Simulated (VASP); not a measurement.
# Si20H9F in VASP: a series of runs

Runs on Si20H9F. Level: PBE+D3(BJ). Tasks: single point.

Everything below comes from runs of VASP 6.6.1. Logs are shortened: lines on timing, memory, paths and dates and some standing lists are left out, and cuts for length are marked.

## 1. The cell of the first run

The cell holds a slab with vacuum, 30 atoms: a = 7.679 Å, b = 7.679 Å, c = 19.256 Å, α = 90.00°, β = 90.00°, γ = 90.00°.

## 2. Single point, PBE+D3(BJ)

Contents of INCAR:

```
PREC = Accurate
ENCUT = 520
EDIFF = 1E-6
ISMEAR = 0
SIGMA = 0.02
LREAL = False
LASPH = True
NELM = 120
ALGO = Normal
ISIF = 2
LWAVE = False
LCHARG = False
GGA = PE
IVDW = 12
NBANDS = 69
GGA_COMPAT = False
NELMDL = -8
```

Contents of KPOINTS:

```
regular mesh
0
Gamma
  2 2 1
```

Contents of POSCAR:

```
Si20H9F
1.0
    7.6791800000      0.0000000000      0.0000000000
    0.0000000000      7.6791800000      0.0000000000
    0.0000000000      0.0000000000     19.2555000000
H Si F
9 20 1
Direct
    0.4093920000      0.0000000000      0.0519332000
    0.0906080000      0.0000000000      0.0519332000
    0.9093920000      0.0000000000      0.0519332000
    0.5906080000      0.0000000000      0.0519332000
    0.4093920000      0.5000000000      0.0519332000
    0.0906080000      0.5000000000      0.0519332000
    0.9093920000      0.5000000000      0.0519332000
    0.5906080000      0.5000000000      0.0519332000
    1.0002918337      0.0209638596      0.4524575506
    0.2500000000      0.0000000000      0.0968814000
    0.7500000000      0.0000000000      0.0968814000
    0.2500000000      0.5000000000      0.0968814000
    0.7500000000      0.5000000000      0.0968814000
    0.2532717154      0.2493631817      0.1631959356
    0.7484055701      0.2507902887      0.1631120533
    0.2505381118      0.7486339310      0.1703604234
    0.7489702280      0.7511355842      0.1701793283
    0.0007887106      0.2539161582      0.2285479435
    0.5009100761      0.2464230965      0.2333503454
   -0.0006453345      0.7494130944      0.2423789323
    0.5000179235      0.7480731304      0.2445543792
    0.0096015821      0.0162934244      0.3037599826
    0.4850806096      0.0078410568      0.3128686559
   -0.0163068277      0.4880783999      0.3086092075
    0.5186382271      0.4865454356      0.3111090946
    0.2403656780      0.0827217942      0.3825779823
    0.7505340827      0.1249039202      0.3530574134
    0.2500665429      0.3760990297      0.3471227139
    0.7533873449      0.4229406121      0.3887585683
    0.8786763409      0.0089348288      0.4654660873
```

Potentials or basis: VASP PAW PBE potentials, release 64 (H, Si, F).

Run with:

```console
> cat potpaw_PBE.64/H/POTCAR potpaw_PBE.64/Si/POTCAR potpaw_PBE.64/F/POTCAR > POTCAR
> mpirun -np 1 vasp_std > vasp.out
```

OUTCAR:

```text
PREC = Accurate
   ENCUT = 520
   EDIFF = 1E-6
   ISMEAR = 0
   LREAL = False
   LASPH = True
   NELM = 120
   ISIF = 2
   GGA = PE
   IVDW = 12
   NELMDL = -8
 IVDW          = 12

 ion  position               nearest neighbor table
   1  0.409  0.000  0.052-  10 1.50
   2  0.091  0.000  0.052-  10 1.50
   3  0.909  0.000  0.052-  11 1.50
   4  0.591  0.000  0.052-  11 1.50
   5  0.409  0.500  0.052-  12 1.50
   6  0.091  0.500  0.052-  12 1.50
   7  0.909  0.500  0.052-  13 1.50
   8  0.591  0.500  0.052-  13 1.50
   9  0.000  0.021  0.452-  30 0.97
  10  0.250  0.000  0.097-   1 1.50   2 1.50  14 2.30  16 2.39
  11  0.750  0.000  0.097-   3 1.50   4 1.50  15 2.31  17 2.38
  12  0.250  0.500  0.097-   5 1.50   6 1.50  14 2.31  16 2.38
  13  0.750  0.500  0.097-   7 1.50   8 1.50  15 2.30  17 2.39
  14  0.253  0.249  0.163-  10 2.30  12 2.31  18 2.31  19 2.33
  15  0.748  0.251  0.163-  13 2.30  11 2.31  18 2.31  19 2.33
  16  0.251  0.749  0.170-  20 2.38  12 2.38  21 2.39  10 2.39
  17  0.749  0.751  0.170-  20 2.37  11 2.38  21 2.39  13 2.39
  18  0.001  0.254  0.229-  14 2.31  15 2.31  22 2.33  24 2.37  28 3.12
  19  0.501  0.246  0.233-  14 2.33  15 2.33  25 2.38  23 2.39  28 3.08  27 3.14
  20  0.999  0.749  0.242-  22 2.37  17 2.37  16 2.38  24 2.38
  21  0.500  0.748  0.245-  25 2.39  17 2.39  16 2.39  23 2.39
  22  0.010  0.016  0.304-  18 2.33  27 2.36  20 2.37  26 2.39
  23  0.485  0.008  0.313-  27 2.36  26 2.38  19 2.39  21 2.39
  24  0.984  0.488  0.309-  28 2.34  18 2.37  20 2.38  29 2.40
  25  0.519  0.487  0.311-  28 2.34  19 2.38  21 2.39  29 2.39
  26  0.240  0.083  0.383-  28 2.36  23 2.38  22 2.39
  27  0.751  0.125  0.353-  22 2.36  23 2.36  29 2.39  19 3.14
  28  0.250  0.376  0.347-  25 2.34  24 2.34  26 2.36  19 3.08  18 3.12
  29  0.753  0.423  0.389-  27 2.39  25 2.39  24 2.40
  30  0.879  0.009  0.465-   9 0.97

  LATTYP: Found a simple tetragonal cell.
 ALAT       =     7.6791800000
 C/A-ratio  =     2.5074942898

  Lattice vectors:

 A1 = (   7.6791800000,   0.0000000000,   0.0000000000)
 A2 = (   0.0000000000,   7.6791800000,   0.0000000000)
 A3 = (   0.0000000000,   0.0000000000,  19.2555000000)

Analysis of symmetry for initial positions (statically):
=====================================================================
 Subroutine PRICEL returns:
 Original cell was already a primitive cell.

 Routine SETGRP: Setting up the symmetry group for a
 simple tetragonal supercell.

 Subroutine GETGRP returns: Found  1 space group operations
 (whereof  1 operations were pure point group operations)
 out of a pool of 16 trial point group operations.

The static configuration has the point symmetry C_1 .

Analysis of symmetry for dynamics (positions and initial velocities):
=====================================================================
 Subroutine PRICEL returns:
 Original cell was already a primitive cell.

 Routine SETGRP: Setting up the symmetry group for a
 simple tetragonal supercell.

 Subroutine GETGRP returns: Found  1 space group operations
 (whereof  1 operations were pure point group operations)
 out of a pool of 16 trial point group operations.

The dynamic configuration has the point symmetry C_1 .

 Subroutine INISYM returns: Found  1 space group operations
 (whereof  1 operations are pure point group operations),
 and found     1 'primitive' translations

----------------------------------------------------------------------------------------

                                     Primitive cell

  volume of cell :    1135.4931

  direct lattice vectors                    reciprocal lattice vectors
     7.679180000  0.000000000  0.000000000     0.130222237  0.000000000  0.000000000
     0.000000000  7.679180000  0.000000000     0.000000000  0.130222237  0.000000000
     0.000000000  0.000000000 19.255500000     0.000000000  0.000000000  0.051933214

  length of vectors
     7.679180000  7.679180000 19.255500000     0.130222237  0.130222237  0.051933214

  position of ions in fractional coordinates (direct lattice)
     0.409392000  0.000000000  0.051933200
     0.090608000  0.000000000  0.051933200
     0.909392000  0.000000000  0.051933200
     0.590608000  0.000000000  0.051933200
     0.409392000  0.500000000  0.051933200
     0.090608000  0.500000000  0.051933200
[... 22 lines left out ...]
     0.753387345  0.422940612  0.388758568
     0.878676341  0.008934829  0.465466087

  ion indices of the primitive-cell ions
   primitive index   ion index
                 1           1
                 2           2
                 3           3
                 4           4
                 5           5
                 6           6
[... 22 lines left out ...]
                29          29
                30          30

----------------------------------------------------------------------------------------

 KPOINTS: regular mesh

Automatic generation of k-mesh.
 Grid dimensions read from file:
 generate k-points for:    2    2    1

 Generating k-lattice:

  Cartesian coordinates                     Fractional coordinates (reciprocal lattice)
     0.065111119  0.000000000  0.000000000     0.500000000  0.000000000  0.000000000
     0.000000000  0.065111119  0.000000000     0.000000000  0.500000000  0.000000000
     0.000000000  0.000000000  0.051933214     0.000000000  0.000000000  1.000000000

  Length of vectors
     0.065111119  0.065111119  0.051933214

  Shift w.r.t. Gamma in fractional coordinates (k-lattice)
     0.000000000  0.000000000  0.000000000

 Subroutine IBZKPT returns following result:
 ===========================================

 Found      4 irreducible k-points:

 Following reciprocal coordinates:
            Coordinates               Weight
  0.000000  0.000000  0.000000      1.000000
  0.500000  0.000000  0.000000      1.000000
  0.000000  0.500000  0.000000      1.000000
  0.500000  0.500000  0.000000      1.000000
   k-points           NKPTS =      4   k-points in BZ     NKDIM =      4   number of bands    NBANDS=     69
   number of dos      NEDOS =    301   number of ions     NIONS =     30
   total plane-waves  NPLWV = 518400
   dimension x,y,z NGX =    60 NGY =   60 NGZ =  144
   dimension x,y,z NGXF=   120 NGYF=  120 NGZF=  288
   ions per type =               9  20   1
   NGX,Y,Z   is equivalent  to a cutoff of  12.99, 12.99, 12.43 a.u.
   NGXF,Y,Z  is equivalent  to a cutoff of  25.98, 25.98, 24.87 a.u.
 SYSTEM =  unknown system
   PREC   = accura    normal or accurate (medium, high low for compatibility)
   ISTART =      0    job   : 0-new  1-cont  2-samecut
   ICHARG =      2    charge: 1-file 2-atom 10-const
   ISPIN  =      1    spin polarized calculation?
   LNONCOLLINEAR =      F non collinear calculations
   LSORBIT =      F    spin-orbit coupling
   LASPH  =      T    aspherical Exc in radial PAW
   ENCUT  =  520.0 eV  38.22 Ry    6.18 a.u.  14.28 14.28 35.80*2*pi/ulx,y,z
   NELM   =    120;   NELMIN=  2; NELMDL= -8     # of ELM steps
   EDIFF  = 0.1E-05   stopping-criterion for ELM
   LREAL  =      F    real-space projection
   EDIFFG = 0.1E-04   stopping-criterion for IOM
   NSW    =      0    number of steps for IOM
   IBRION =     -1    ionic relax: 0-MD 1-quasi-New 2-CG
   NFREE  =      0    steps in history (QN), initial steepest desc. (CG)
   ISIF   =      2    stress and relaxation
   ISYM   =      2    0-nonsym 1-usesym 2-fastsym
   POTIM  = 0.5000    time-step for ionic-motion
   TEBEG  =    0.0;   TEEND  =   0.0 temperature during run
   PSTRESS=    0.0 pullay stress
   NELECT =      96.0000    total number of electrons
   NUPDOWN=      -1.0000    fix difference up-down
   EMIN   =  10.00;   EMAX   =-10.00  energy-range for DOS
   EFERMI =   0.00;   METHOD = LEGACY
   ISMEAR =     0;   SIGMA  =   0.02  broadening in eV -4-tet -1-fermi 0-gaus
   EFERMI_NEDOS =   21; number of points for ismear=-14 and -15
   IALGO  =     38    algorithm
   IMIX   =      4    mixing-type and parameters
     AMIX     =   0.40;   BMIX     =  1.00
     AMIX_MAG =   1.60;   BMIX_MAG =  1.00
  volume/ion in A,a.u.               =      37.85       255.42
  Fermi-wavevector in a.u.,A,eV,Ry     =   0.718517  1.357800  7.024236  0.516267
  Thomas-Fermi vector in A             =   1.807476
   LORBIT       =      0    0 simple, 1 ext, 2 COOP (PROOUT), +10 PAW based schemes
   GGA     = PE    functional components
   LHFCALC =     F    Hartree Fock is set to
   AEXX    =    0.0000 exact exchange contribution
   IVDW    =    12    specifies the selected vdW correction
   LEPSILON=     F    determine dielectric tensor
   LRPA    =     F    only Hartree local field effects (RPA)
 non-spin polarized calculation
 Gauss-broadening in eV      SIGMA  =   0.02
  energy-cutoff  :      520.00
  volume of cell :     1135.49
 maximum number of plane-waves:     30548
 NGX is ok and might be reduce to    60
   NGX = 29   NGY = 29   NGZ = 71

 number of electron      95.9999998 magnetization

 Free energy of the ion-electron system (eV)
  ---------------------------------------------------
  ext. energy  EPLUGINS =         0.00000000
  ---------------------------------------------------
  free energy    TOTEN  =      -136.32673102 eV

  energy without entropy =     -136.32673102  energy(sigma->0) =     -136.32673102

 E-fermi :  -0.9607     XC(G=0):  -4.4286

 val. band max:       -1.1100169143   @ k =   0.5000   0.5000   0.0000
 cond. band min:      -0.6534801370   @ k =   0.0000   0.0000   0.0000
 fundamental gap:      0.4565367773
 Fermi energy:        -0.9606888309

 k-point     1 :       0.0000    0.0000    0.0000
  band No.  band energies     occupation
      1     -26.3718      2.00000
      2     -12.5345      2.00000
      3     -11.3715      2.00000
      4     -10.6827      2.00000
      5     -10.5887      2.00000
      6     -10.5777      2.00000
[... 52 lines left out ...]
     59       1.5816      0.00000
     60       1.7863      0.00000

 k-point     2 :       0.5000    0.0000    0.0000
  band No.  band energies     occupation
      1     -26.3718      2.00000
      2     -12.0163      2.00000
      3     -11.9803      2.00000
      4     -10.9260      2.00000
      5     -10.8964      2.00000
      6     -10.0622      2.00000
[... 52 lines left out ...]
     59       1.9341      0.00000
     60       1.9761      0.00000

 k-point     3 :       0.0000    0.5000    0.0000
  band No.  band energies     occupation
      1     -26.3718      2.00000
      2     -12.2715      2.00000
      3     -11.6390      2.00000
      4     -11.0714      2.00000
      5     -10.4120      2.00000
      6     -10.3342      2.00000
[... 52 lines left out ...]
     59       1.9646      0.00000
     60       2.0949      0.00000

 k-point     4 :       0.5000    0.5000    0.0000
  band No.  band energies     occupation
      1     -26.3718      2.00000
      2     -11.7502      2.00000
      3     -11.6945      2.00000
      4     -11.1387      2.00000
      5     -11.1171      2.00000
      6     -10.6129      2.00000
[... 52 lines left out ...]
     59       2.4548      0.00000
     60       2.4965      0.00000
 [bands above 60 left out]

------------------------ aborting loop because EDIFF is reached ----------------------------------------

 Edisp (eV)   -5.15955

 E8    (eV) :    -2.1413

  FORCE on cell =-STRESS in cart. coord.  units (eV):
  Direction    XX          YY          ZZ          XY          YZ          ZX
  --------------------------------------------------------------------------------------
  -------------------------------------------------------------------------------------
  Total      11.36312    -3.40690    -0.38889     0.32568     0.00182    -0.04024
  in kB      16.03333    -4.80713    -0.54872     0.45954     0.00257    -0.05677
  external pressure =        3.56 kB  Pullay stress =        0.00 kB

 VOLUME and BASIS-vectors are now :
 -----------------------------------------------------------------------------
  energy-cutoff  :      520.00
  volume of cell :     1135.49
      direct lattice vectors                 reciprocal lattice vectors
     7.679180000  0.000000000  0.000000000     0.130222237  0.000000000  0.000000000
     0.000000000  7.679180000  0.000000000     0.000000000  0.130222237  0.000000000
     0.000000000  0.000000000 19.255500000     0.000000000  0.000000000  0.051933214

 POSITION                                       TOTAL-FORCE (eV/Angst)
 -----------------------------------------------------------------------------------
      3.14379      0.00000      1.00000        -0.622196     -0.117568      0.002818
      0.69580      0.00000      1.00000         0.612402     -0.105615      0.025998
      6.98338      0.00000      1.00000        -0.619254     -0.076824      0.016347
      4.53539      0.00000      1.00000         0.624571     -0.083982     -0.002256
      3.14379      3.83959      1.00000        -0.633100      0.111515     -0.018183
      0.69580      3.83959      1.00000         0.609604      0.052932      0.034411
[... 22 lines left out ...]
      5.78540      3.24784      7.48574        -0.003223      0.000164     -0.002225
      6.74751      0.06861      8.96278        -0.224814     -0.010283      0.041614
 -----------------------------------------------------------------------------------
    total drift:                               -0.000347     -0.000411      0.000303

  FREE ENERGIE OF THE ION-ELECTRON SYSTEM (eV)
  ---------------------------------------------------
  free  energy   TOTEN  =      -141.4862820709 eV

  energy  without entropy=     -141.4862820709  energy(sigma->0) =     -141.48628207
```

It took 20 min on 1 thread of Oxide Virtual Turin-like, shared host; peak memory 1.1 GiB.

What came out:

```
Free energy                : -141.4863 eV
Largest force              : 0.643 eV/Å
Band gap on the k mesh     : 0.46 eV (least direct gap 0.68 eV)
Dispersion energy per atom : -0.172 eV
```

Forces on the atoms (eV/Å):
```
H   -0.622 -0.118  0.003
H    0.612 -0.106  0.026
H   -0.619 -0.077  0.016
H    0.625 -0.084 -0.002
H   -0.633  0.112 -0.018
H    0.610  0.053  0.034
H   -0.608  0.093  0.035
H    0.628  0.125 -0.012
H    0.224  0.013 -0.036
Si   0.055 -0.367  0.004
Si  -0.057 -0.253 -0.015
Si   0.168  0.254 -0.012
Si  -0.158  0.371 -0.039
Si  -0.001  0.000  0.000
Si   0.000  0.001  0.000
Si  -0.001 -0.001 -0.001
Si   0.000  0.000 -0.001
Si  -0.002 -0.002 -0.001
Si  -0.003 -0.001 -0.004
Si   0.000 -0.001  0.000
Si   0.000  0.000  0.000
Si  -0.002  0.002 -0.015
Si   0.001 -0.001  0.003
Si   0.005 -0.001 -0.005
Si  -0.001 -0.002  0.003
Si   0.011 -0.001 -0.005
Si  -0.009 -0.005  0.003
Si   0.002  0.006 -0.001
Si  -0.003  0.000 -0.002
F   -0.225 -0.010  0.042
```

Caveat: there is no dipole correction, which matters where the two faces differ.

(Part 1 of 2 ends here.)
